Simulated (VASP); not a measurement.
Set up this calculation in VASP 6.6.1, as the native input.

* Task: single point
* Functional: r2SCAN
* Potentials or basis: VASP PAW PBE potentials, release 64 (B, N)
* Cutoff: 520 eV
* k mesh: 12 × 12 × 6
* Occupations: gaussian, width 0.05 eV
* Spin: no spin polarisation
* Dipole correction: no
* Further INCAR settings: ALGO = Normal; EDIFF = 1e-07; NBANDS = 16

Crystal: BN.

```
B N
1.0
     2.59863    0.00000    0.00000
    -1.29932    2.25048    0.00000
     0.00000    0.00000    4.22685
B N
2 2
Direct
  0.66667 0.33333 0.99972
  0.33333 0.66667 0.49972
  0.66667 0.33333 0.62528
  0.33333 0.66667 0.12528
```

This cell differs from its parent crystal: strain +0.0175 x Voigt [1, 1, 0, 0, 0, 0].

These files were run (other wordings do the same):

POSCAR

```
BN
1.0
    2.5986335447      0.0000000000      0.0000000000
   -1.2993167724      2.2504826648      0.0000000000
    0.0000000000      0.0000000000      4.2268550000
B N
2 2
Direct
    0.6666666667      0.3333333333      0.9997240000
    0.3333333333      0.6666666667      0.4997240000
    0.6666666667      0.3333333333      0.6252760000
    0.3333333333      0.6666666667      0.1252760000
```

INCAR.step1

```
PREC = Accurate
ENCUT = 520
ISMEAR = 0
SIGMA = 0.05
LREAL = False
LASPH = True
NELM = 80
NBANDS = 16
GGA = PE
ALGO = Normal
EDIFF = 1E-4
LWAVE = True
LCHARG = False
```

INCAR.step2

```
PREC = Accurate
ENCUT = 520
EDIFF = 1E-7
ISMEAR = 0
SIGMA = 0.05
LREAL = False
LASPH = True
NELM = 80
ALGO = Normal
ISIF = 2
LWAVE = False
LCHARG = False
METAGGA = R2SCAN
LMIXTAU = True
NBANDS = 16
ISTART = 1
```

KPOINTS

```
Automatic mesh
0
Gamma
  12 12 6
```

Potentials or basis: VASP PAW PBE potentials, release 64 (B, N).

Run with:

```console
$ cat potpaw_PBE.64/B/POTCAR potpaw_PBE.64/N/POTCAR > POTCAR
$ cp INCAR.step1 INCAR
$ mpirun -np 1 vasp_std > vasp.out
$ cp INCAR.step2 INCAR
$ mpirun -np 1 vasp_std > vasp.out
```

Results of the run:

The pressure is -15.8 GPa, the largest force is 0.019 eV/Å and the band gap on the k mesh is 5.82 eV, indirect (least direct gap 8.60 eV).

Caveat: the cell differs from its parent crystal (strain +0.0175 x Voigt [1, 1, 0, 0, 0, 0]); the PAW data sets were made with another functional, which shifts forces and pressure a little.

Run time: 3.3 min on 1 thread of AMD EPYC 7R13, on a shared host, peak memory 0.12 GiB.
